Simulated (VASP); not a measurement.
# Ge (R-3) in VASP: notebook

Ge is run at these levels: PBEsol; tasks: single point.

Everything below comes from runs of VASP 6.6.1. Logs are shortened: lines on timing, memory, paths and dates and some standing lists are left out, and cuts for length are marked.

## (1) The cell of the first run

Symmetry: R-3, No. 148, trigonal system. Conventional cell: a = 9.846 Å, b = 9.846 Å, c = 5.860 Å, α = 90.00°, β = 90.00°, γ = 120.00°. Within 3.4 Å of Ge (site symmetry 3) lie 5 Ge at 2.48 to 3.33 Å. Within 3.3 Å of Ge (site symmetry 1) lie 4 Ge at 2.48 to 2.49 Å.

## (2) Single point, PBEsol

INCAR

```
SYSTEM = Ge
ALGO = Normal
EDIFF = 1E-6
ENCUT = 520
GGA = PS
ISIF = 2
ISMEAR = 1
LASPH = .True.
LCHARG = .False.
LREAL = .False.
LWAVE = .False.
NBANDS = 66
NELM = 80
PREC = Accurate
SIGMA = 0.1
```

KPOINTS

```
k-points
0
Gamma
  5 5 5
  0 0 0
```

POSCAR

```
Ge
1.0
    6.0108062208      0.0000000000      0.0000000000
   -2.0533915081      5.6491923970      0.0000000000
   -2.0533915081     -2.9312075023      4.8292232623
Ge
8
Direct
    0.7156777859      0.7156777859      0.7156777859
    0.2843222141      0.2843222141      0.2843222141
    0.0307763524      0.7264577782      0.5341209212
    0.5341209212      0.0307763524      0.7264577782
    0.7264577782      0.5341209212      0.0307763524
    0.9692236476      0.2735422218      0.4658790788
    0.4658790788      0.9692236476      0.2735422218
    0.2735422218      0.4658790788      0.9692236476
```

Potentials or basis: VASP PAW PBE potentials, release 64 (Ge_d).

On the command line:

```
$ cat potpaw_PBE.64/Ge_d/POTCAR > POTCAR
$ mpirun -np 1 vasp_std > vasp.out
```

OUTCAR:

```text
SYSTEM = Ge
   EDIFF = 1E-6
   ENCUT = 520
   GGA = PS
   ISIF = 2
   ISMEAR = 1
   LASPH = .True.
   LREAL = .False.
   NELM = 80
   PREC = Accurate

 ion  position               nearest neighbor table
   1  0.716  0.716  0.716-   4 2.48   5 2.48   3 2.48   2 2.53
   2  0.284  0.284  0.284-   7 2.48   8 2.48   6 2.48   1 2.53
   3  0.031  0.726  0.534-   1 2.48   6 2.48   4 2.49   5 2.49
   4  0.534  0.031  0.726-   1 2.48   7 2.48   3 2.49   5 2.49
   5  0.726  0.534  0.031-   1 2.48   8 2.48   4 2.49   3 2.49
   6  0.969  0.274  0.466-   2 2.48   3 2.48   7 2.49   8 2.49
   7  0.466  0.969  0.274-   2 2.48   4 2.48   6 2.49   8 2.49
   8  0.274  0.466  0.969-   2 2.48   5 2.48   7 2.49   6 2.49

  LATTYP: Found a trigonal (rhomboedric) cell.
 ALAT       =     6.0108062208
 COS(alpha) =    -0.3416166539

  Lattice vectors:

 A1 = (   6.0108062208,   0.0000000000,   0.0000000000)
 A2 = (  -2.0533915081,   5.6491923970,   0.0000000000)
 A3 = (  -2.0533915081,  -2.9312075023,   4.8292232623)

Analysis of symmetry for initial positions (statically):
=====================================================================
 Subroutine PRICEL returns:
 Original cell was already a primitive cell.

 Routine SETGRP: Setting up the symmetry group for a
 trigonal (rhombohedral) supercell.

 Subroutine GETGRP returns: Found  6 space group operations
 (whereof  6 operations were pure point group operations)
 out of a pool of 12 trial point group operations.

The static configuration has the point symmetry S_6 .

Analysis of symmetry for dynamics (positions and initial velocities):
=====================================================================
 Subroutine PRICEL returns:
 Original cell was already a primitive cell.

 Routine SETGRP: Setting up the symmetry group for a
 trigonal (rhombohedral) supercell.

 Subroutine GETGRP returns: Found  6 space group operations
 (whereof  6 operations were pure point group operations)
 out of a pool of 12 trial point group operations.

The dynamic configuration has the point symmetry S_6 .

 Subroutine INISYM returns: Found  6 space group operations
 (whereof  6 operations are pure point group operations),
 and found     1 'primitive' translations

----------------------------------------------------------------------------------------

                                     Primitive cell

  volume of cell :     163.9821

  direct lattice vectors                    reciprocal lattice vectors
     6.010806221  0.000000000  0.000000000     0.166367034  0.060471768  0.107444184
    -2.053391508  5.649192397  0.000000000     0.000000000  0.177016453  0.107444184
    -2.053391508 -2.931207502  4.829223262     0.000000000  0.000000000  0.207072638

  length of vectors
     6.010806221  6.010806221  6.010806221     0.207072638  0.207072638  0.207072638

  position of ions in fractional coordinates (direct lattice)
     0.715677786  0.715677786  0.715677786
     0.284322214  0.284322214  0.284322214
     0.030776352  0.726457778  0.534120921
     0.534120921  0.030776352  0.726457778
     0.726457778  0.534120921  0.030776352
     0.969223648  0.273542222  0.465879079
     0.465879079  0.969223648  0.273542222
     0.273542222  0.465879079  0.969223648

  ion indices of the primitive-cell ions
   primitive index   ion index
                 1           1
                 2           2
                 3           3
                 4           4
                 5           5
                 6           6
                 7           7
                 8           8

----------------------------------------------------------------------------------------

 KPOINTS: k-points

Automatic generation of k-mesh.
 Grid dimensions read from file:
 generate k-points for:    5    5    5

 Generating k-lattice:

  Cartesian coordinates                     Fractional coordinates (reciprocal lattice)
     0.033273407  0.012094354  0.021488837     0.200000000  0.000000000  0.000000000
     0.000000000  0.035403291  0.021488837     0.000000000  0.200000000  0.000000000
     0.000000000  0.000000000  0.041414528     0.000000000  0.000000000  0.200000000

  Length of vectors
     0.041414528  0.041414528  0.041414528

  Shift w.r.t. Gamma in fractional coordinates (k-lattice)
     0.000000000  0.000000000  0.000000000

 Subroutine IBZKPT returns following result:
 ===========================================

 Found     23 irreducible k-points:

 Following reciprocal coordinates:
            Coordinates               Weight
  0.000000  0.000000  0.000000      1.000000
  0.200000  0.000000  0.000000      6.000000
  0.400000  0.000000 -0.000000      6.000000
  0.200000  0.200000 -0.000000      6.000000
  0.400000  0.200000 -0.000000      6.000000
 -0.400000 -0.000000 -0.200000      6.000000
[... 15 lines left out ...]
  0.400000  0.400000  0.400000      2.000000
 -0.400000  0.400000  0.400000      6.000000
   k-points           NKPTS =     23   k-points in BZ     NKDIM =     23   number of bands    NBANDS=     66
   number of dos      NEDOS =    301   number of ions     NIONS =      8
   total plane-waves  NPLWV = 110592
   dimension x,y,z NGX =    48 NGY =   48 NGZ =   48
   dimension x,y,z NGXF=    96 NGYF=   96 NGZF=   96
   ions per type =               8
   NGX,Y,Z   is equivalent  to a cutoff of  13.28, 13.28, 13.28 a.u.
   NGXF,Y,Z  is equivalent  to a cutoff of  26.55, 26.55, 26.55 a.u.
 SYSTEM =  Ge
   PREC   = accura    normal or accurate (medium, high low for compatibility)
   ISTART =      0    job   : 0-new  1-cont  2-samecut
   ICHARG =      2    charge: 1-file 2-atom 10-const
   ISPIN  =      1    spin polarized calculation?
   LNONCOLLINEAR =      F non collinear calculations
   LSORBIT =      F    spin-orbit coupling
   LASPH  =      T    aspherical Exc in radial PAW
   ENCUT  =  520.0 eV  38.22 Ry    6.18 a.u.  11.18 11.18 11.18*2*pi/ulx,y,z
   NELM   =     80;   NELMIN=  2; NELMDL= -5     # of ELM steps
   EDIFF  = 0.1E-05   stopping-criterion for ELM
   LREAL  =      F    real-space projection
   EDIFFG = 0.1E-04   stopping-criterion for IOM
   NSW    =      0    number of steps for IOM
   IBRION =     -1    ionic relax: 0-MD 1-quasi-New 2-CG
   NFREE  =      0    steps in history (QN), initial steepest desc. (CG)
   ISIF   =      2    stress and relaxation
   ISYM   =      2    0-nonsym 1-usesym 2-fastsym
   POTIM  = 0.5000    time-step for ionic-motion
   TEBEG  =    0.0;   TEEND  =   0.0 temperature during run
   PSTRESS=    0.0 pullay stress
   NELECT =     112.0000    total number of electrons
   NUPDOWN=      -1.0000    fix difference up-down
   EMIN   =  10.00;   EMAX   =-10.00  energy-range for DOS
   EFERMI =   0.00;   METHOD = LEGACY
   ISMEAR =     1;   SIGMA  =   0.10  broadening in eV -4-tet -1-fermi 0-gaus
   EFERMI_NEDOS =   21; number of points for ismear=-14 and -15
   IALGO  =     38    algorithm
   IMIX   =      4    mixing-type and parameters
     AMIX     =   0.40;   BMIX     =  1.00
     AMIX_MAG =   1.60;   BMIX_MAG =  1.00
  volume/ion in A,a.u.               =      20.50       138.33
  Fermi-wavevector in a.u.,A,eV,Ry     =   1.441724  2.724463 28.280625  2.078567
  Thomas-Fermi vector in A             =   2.560324
   LORBIT       =      0    0 simple, 1 ext, 2 COOP (PROOUT), +10 PAW based schemes
   GGA     = PS    functional components
   LHFCALC =     F    Hartree Fock is set to
   AEXX    =    0.0000 exact exchange contribution
   IVDW    =     0    specifies the selected vdW correction
   LEPSILON=     F    determine dielectric tensor
   LRPA    =     F    only Hartree local field effects (RPA)
 non-spin polarized calculation
 Methfessel and Paxton  Order N= 1 SIGMA  =   0.10
  energy-cutoff  :      520.00
  volume of cell :      163.98
 maximum number of plane-waves:      4429
 NGX is ok and might be reduce to    48
   NGX = 23   NGY = 23   NGZ = 23

 number of electron     111.9999999 magnetization

 Free energy of the ion-electron system (eV)
  ---------------------------------------------------
  ext. energy  EPLUGINS =         0.00000000
  ---------------------------------------------------
  free energy    TOTEN  =       -38.56615508 eV

  energy without entropy =      -38.56739187  energy(sigma->0) =      -38.56656735

 E-fermi :   5.6992     XC(G=0): -10.8044

 val. band max:        5.6669120430   @ k =  -0.2000   0.4000   0.2000
 cond. band min:       5.7932442059   @ k =  -0.4000   0.4000   0.4000
 fundamental gap:      0.1263321629
 Fermi energy:         5.6991677369

 k-point     1 :       0.0000    0.0000    0.0000
  band No.  band energies     occupation
      1     -19.0923      2.00000
      2     -19.0923      2.00000
      3     -19.0844      2.00000
      4     -19.0756      2.00000
      5     -19.0756      2.00000
      6     -19.0539      2.00000
[... 58 lines left out ...]
     65      10.9377      0.00000
     66      12.1179      0.00000

 k-point     2 :       0.2000    0.0000    0.0000
  band No.  band energies     occupation
      1     -19.0930      2.00000
      2     -19.0887      2.00000
      3     -19.0829      2.00000
      4     -19.0766      2.00000
      5     -19.0707      2.00000
      6     -19.0545      2.00000
[... 58 lines left out ...]
     65      10.5644      0.00000
     66      10.7600      0.00000

 k-point     3 :       0.4000    0.0000   -0.0000
  band No.  band energies     occupation
      1     -19.0934      2.00000
      2     -19.0844      2.00000
      3     -19.0780      2.00000
      4     -19.0750      2.00000
      5     -19.0672      2.00000
      6     -19.0516      2.00000
[... 1369 lines left out ...]
     65       9.5907      0.00000
     66       9.5907      0.00000

 k-point    23 :      -0.4000    0.4000    0.4000
  band No.  band energies     occupation
      1     -19.0884      2.00000
      2     -19.0869      2.00000
      3     -19.0834      2.00000
      4     -19.0684      2.00000
      5     -19.0533      2.00000
      6     -19.0477      2.00000
[... 58 lines left out ...]
     65       9.6489      0.00000
     66       9.8251      0.00000

------------------------ aborting loop because EDIFF is reached ----------------------------------------

  FORCE on cell =-STRESS in cart. coord.  units (eV):
  Direction    XX          YY          ZZ          XY          YZ          ZX
  --------------------------------------------------------------------------------------
  -------------------------------------------------------------------------------------
  Total       -0.0969788     -0.0986666     -0.1058147     -0.0023216     -0.0058884     -0.0041250
  in kB       -0.9475260     -0.9640159     -1.0338563     -0.0226833     -0.0575318     -0.0403027
  external PRESSURE =      -0.9817994 kB  Pullay stress =       0.0000000 kB

 VOLUME and BASIS-vectors are now :
 -----------------------------------------------------------------------------
  energy-cutoff  :      520.00
  volume of cell :      163.98
      direct lattice vectors                 reciprocal lattice vectors
     6.010806221  0.000000000  0.000000000     0.166367034  0.060471768  0.107444184
    -2.053391508  5.649192397  0.000000000     0.000000000  0.177016453  0.107444184
    -2.053391508 -2.931207502  4.829223262     0.000000000  0.000000000  0.207072638

 POSITION                                       TOTAL-FORCE (eV/Angst)
 -----------------------------------------------------------------------------------
      1.36267      1.94520      3.45617        -0.001500     -0.002142     -0.003805
      0.54136      0.77278      1.37306         0.001500      0.002142      0.003805
     -2.40347      2.53828      2.57939         0.000921      0.000419     -0.003350
      1.65560     -1.95554      3.50823        -0.003210     -0.000187     -0.001380
      3.20664      2.92714      0.14863         0.000079     -0.003387     -0.000876
      4.30749      0.17970      2.24983        -0.000921     -0.000419      0.003350
      0.24842      4.67352      1.32100         0.003210      0.000187      0.001380
     -1.30262     -0.20916      4.68060        -0.000079      0.003387      0.000876
 -----------------------------------------------------------------------------------
    total drift:                               -0.000000      0.000000      0.000000

  FREE ENERGIE OF THE ION-ELECTRON SYSTEM (eV)
  ---------------------------------------------------
  free  energy   TOTEN  =       -38.5661550849 eV

  energy  without entropy=      -38.5673918655  energy(sigma->0) =      -38.56656735
```

Wall time 3.7 min (1 thread of Intel Xeon Platinum 8375C at 2.90GHz (Ice Lake), shared host); peak memory 0.4 GiB.

Results:

| Quantity | Value |
| --- | --- |
| Free energy | -38.5662 eV |
| Pressure | -0.1 GPa |
| Largest force | 0.005 eV/Å |
| Band gap on the k mesh | zero (bands 56 and 57 overlap by 0.24 eV) |

Forces on the atoms (eV/Å):
```
Ge  -0.002 -0.002 -0.004
Ge   0.002  0.002  0.004
Ge   0.001  0.000 -0.003
Ge  -0.003  0.000 -0.001
Ge   0.000 -0.003 -0.001
Ge  -0.001  0.000  0.003
Ge   0.003  0.000  0.001
Ge   0.000  0.003  0.001
```

Caveat: semilocal functionals underestimate gaps, so a narrow gap can read as zero; the PAW data sets were made with another functional, which shifts forces and pressure a little.

(Continued in part 2 of 2.)
